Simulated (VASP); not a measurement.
The system is Co.

```
CELL_PARAMETERS angstrom
0.00000 1.79170 1.79170
1.79170 0.00000 1.79170
1.79170 1.79170 0.00000
ATOMIC_POSITIONS crystal
Co 0.00000 0.00000 0.00000
```

Base run:

* Program: VASP 6.6.1
* Functional: r2SCAN
* Potentials or basis: VASP PAW PBE potentials, release 64 (Co)
* Cutoff: 520 eV
* k mesh: 14 × 14 × 14
* Occupations: gaussian, width 0.1 eV
* Spin: collinear spin, ferromagnetic start
* Starting moments: [2.28] μB
* Fixed moment: 2.28 μB

Its results: pressure -3.4 GPa; site moments Co +2.30 μB.

**Question.** After a change of settings the same cell gave: pressure 30.3 GPa; site moments Co +3.09 μB. Which change was it?
A. fixed moment from 2.28 μB to 1.83 μB; moments at the start from [2.28] to [1.83]
B. fixed moment from 2.28 μB to 3.65 μB; moments at the start from [2.28] to [3.65]
C. fixed moment from 2.28 μB to 2.74 μB; moments at the start from [2.28] to [2.74]
D. fixed moment from 2.28 μB to 3.2 μB; moments at the start from [2.28] to [3.2]

**Answer.** D.

Caveats: the PAW data sets were made with another functional, which shifts forces and pressure a little; the total moment is fixed, so each spin has its own Fermi level.
